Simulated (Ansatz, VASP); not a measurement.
**CsI: VASP beside Ansatz**

Contents of INCAR:

```
SYSTEM = CsI
PREC = Accurate
ENCUT = 400
EDIFF = 1E-8
ISMEAR = -1
SIGMA = 0.01
LREAL = .False.
LASPH = .True.
NELM = 120
ALGO = Normal
ISIF = 2
LWAVE = .False.
LCHARG = .False.
LEFG = .True.
NBANDS = 15
GGA_COMPAT = .False.
```

File KPOINTS:

```
Automatic mesh
0
Gamma
  7 7 7
  0 0 0
```

File POSCAR:

```
CsI
1.0
    4.5049802719      0.0000000000      0.0000000000
    0.0000000000      4.5049802719      0.0000000000
    0.0000000000      0.0000000000      4.5049802719
Cs I
1 1
Direct
    0.0000000000      0.0000000000      0.0000000000
    0.5000000000      0.5000000000      0.5000000000
```

Input for Ansatz:

```yaml
crystal:
  lattice:
    - [4.5049802719, 0.0, 0.0]
    - [0.0, 4.5049802719, 0.0]
    - [0.0, 0.0, 4.5049802719]
  atoms:
    - { symbol: Cs, position: [0.0, 0.0, 0.0] }
    - { symbol: I, position: [0.5, 0.5, 0.5] }
kpoints:
  mp_grid: { grid: [7, 7, 7] }
scf:
  occupations: { method: fermi_dirac, width: 0.01 }
hamiltonian:
  xc: lda
  pseudopotentials: { kind: paw }
output:
  forces: true
  stress: true
  eigenvalues: true
  efg: { contact_densities: true }
  write_density: true
  write_potential: true
  elf: true
  volumetric_format: npy
```

Change from the starting cell: volume scaled by 0.96, PAW files.

Alike in both runs: task electric field gradients; functional LDA; k mesh 7 × 7 × 7; occupations fermi-dirac, width 0.01 eV; no spin polarisation.

|  | VASP | Ansatz |
| --- | --- | --- |
| version | VASP 6.6.1 | Ansatz 0.2.0 |
| potentials or method | VASP PAW LDA potentials, release 64 (Cs_sv, I) | PAW with Ansatz's default frozen-core files, scalar-relativistic |
| plane-wave cutoff (eV) | 400 | 420 |
| valence electrons in the cell | 16 | 26 |

|  | VASP | Ansatz | Ansatz less VASP |
| --- | --- | --- | --- |
| gap on the k mesh at the Fermi level (eV) | 3.71 | 3.70 | -0.008 |
| pressure (GPa) | -0.9 | -1.0 | -0.05 |

LDA's correlation is that of Perdew and Zunger in VASP and of Perdew and Wang (1992) in Ansatz. VASP's potentials hold 16 valence electrons a cell and Ansatz's 26, so a difference there can come from the potentials and not from the codes.

Neither program's run includes spin-orbit coupling.
